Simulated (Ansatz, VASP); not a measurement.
## LiF: VASP beside Ansatz

File POSCAR:

```
LiF
1.0
    0.0000000000      2.0140000000      2.0140000000
    2.3161000000      0.0000000000      2.0140000000
    2.3161000000      2.0140000000      0.0000000000
Li F
1 1
Direct
    0.0000000000      0.0000000000      0.0000000000
    0.5000000000      0.5000000000      0.5000000000
```

Contents of INCAR.step1:

```
PREC = Accurate
ENCUT = 520
ISMEAR = 0
SIGMA = 0.05
LREAL = F
LASPH = T
NELM = 60
NBANDS = 12
GGA = PE
ALGO = Normal
EDIFF = 1E-4
LWAVE = T
LCHARG = F
```

Contents of INCAR.step2:

```
PREC = Accurate
ENCUT = 520
EDIFF = 1E-7
ISMEAR = 0
SIGMA = 0.05
LREAL = F
LASPH = T
NELM = 60
ALGO = Normal
ISIF = 2
LWAVE = F
LCHARG = F
METAGGA = R2SCAN
LMIXTAU = T
NBANDS = 12
ISTART = 1
```

File KPOINTS:

```
regular mesh
0
Gamma
  10 10 10
```

Input for Ansatz:

```yaml
crystal:
  lattice:
    - [0.0, 2.014, 2.014]
    - [2.3161, 0.0, 2.014]
    - [2.3161, 2.014, 0.0]
  atoms:
    - { symbol: Li, position: [0.0, 0.0, 0.0] }
    - { symbol: F, position: [0.5, 0.5, 0.5] }
basis:
  ecutwfc: 500
kpoints:
  mp_grid: { grid: [10, 10, 10] }
hamiltonian:
  xc: r2scan
scf:
  occupations: { method: gaussian, width: 0.05 }
output:
  forces: true
  stress: true
  eigenvalues: true
```

Change from the starting cell: strain +0.1500 x Voigt [1, 0, 0, 0, 0, 0], atoms carried along.

Alike in both runs: task single point; functional r2SCAN; k mesh 10 × 10 × 10; occupations gaussian, width 0.05 eV; no spin polarisation.

```csv
,VASP,Ansatz
version,VASP 6.6.1,Ansatz 0.2.0
potentials or method,"VASP PAW PBE potentials, release 64 (Li_sv, F), cutoff 520 eV","scalar-relativistic, plane waves, PAW"
valence electrons in the cell,10,10
```

Ansatz gave:

| Property | Result |
| --- | --- |
| gap on the k mesh at the Fermi level (eV) | 8.75 |
| least direct gap on the mesh (eV) | 8.75 |

Q: Estimate VASP's values.

A: gap on the k mesh at the Fermi level (eV): 8.88; least direct gap on the mesh (eV): 8.88.

VASP's potentials were made for PBE, not for r2SCAN.

Noted on VASP's run: the cutoff is short for stress, so the pressure is rough.
